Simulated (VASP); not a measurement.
A run of VASP 6.6.1:

Contents of POSCAR:

```
BaF2
1.0
    0.0000000000      3.1383305200      3.1383305200
    3.1383305200      0.0000000000      3.1383305200
    3.1383305200      3.1383305200      0.0000000000
Ba F
1 2
Direct
    0.0000000000      0.0000000000      0.0000000000
    0.2500000000      0.2500000000      0.2500000000
    0.7500000000      0.7500000000      0.7500000000
```

File INCAR.step1:

```
SYSTEM = BaF2
PREC     = Accurate       ! precision mode
ENCUT    = 660            ! plane-wave cutoff, eV
ISMEAR   = -1             ! smearing method
SIGMA    = 0.02           ! smearing width, eV
LREAL    = .FALSE.        ! projectors in reciprocal space
LASPH    = .TRUE.         ! aspherical terms in the spheres
NELM     = 120            ! most SCF steps
NBANDS   = 19             ! bands
GGA      = PE             ! functional
ALGO     = Normal         ! electronic algorithm
EDIFF    = 1E-5           ! SCF threshold, eV
LWAVE    = .TRUE.         ! write WAVECAR
LCHARG   = .FALSE.        ! write CHGCAR
GGA_COMPAT= .FALSE.
```

Contents of INCAR.step2:

```
SYSTEM = BaF2
PREC     = Accurate       ! precision mode
ENCUT    = 660            ! plane-wave cutoff, eV
EDIFF    = 1E-6           ! SCF threshold, eV
ISMEAR   = -1             ! smearing method
SIGMA    = 0.02           ! smearing width, eV
LREAL    = .FALSE.        ! projectors in reciprocal space
LASPH    = .TRUE.         ! aspherical terms in the spheres
NELM     = 120            ! most SCF steps
ALGO     = Normal         ! electronic algorithm
ISIF     = 2              ! what is computed and relaxed
LWAVE    = .FALSE.        ! write WAVECAR
LCHARG   = .FALSE.        ! write CHGCAR
METAGGA  = R2SCAN         ! meta-GGA
LMIXTAU  = .TRUE.       
NBANDS   = 19             ! bands
ISTART   = 1            
GGA_COMPAT= .FALSE.
```

File KPOINTS:

```
regular mesh
0
G
  8 8 8
  0 0 0
```

Potentials or basis: VASP PAW PBE potentials, release 64 (Ba_sv, F).

Launch:

```sh
$ cat potpaw_PBE.64/Ba_sv/POTCAR potpaw_PBE.64/F/POTCAR > POTCAR
$ cp INCAR.step1 INCAR
$ mpirun -np 1 vasp_std > vasp.out
$ cp INCAR.step2 INCAR
$ mpirun -np 1 vasp_std > vasp.out
```

Hardware: 1 thread of Intel(R) Xeon(R) 6975P-C (Granite Rapids), with other jobs on the host.

Question: Estimate the wall time of this run.

Answer: Wall time 110 s on 1 thread of Intel(R) Xeon(R) 6975P-C (Granite Rapids) (shared host), peak memory 0.28 GiB. Counts: k points 29.
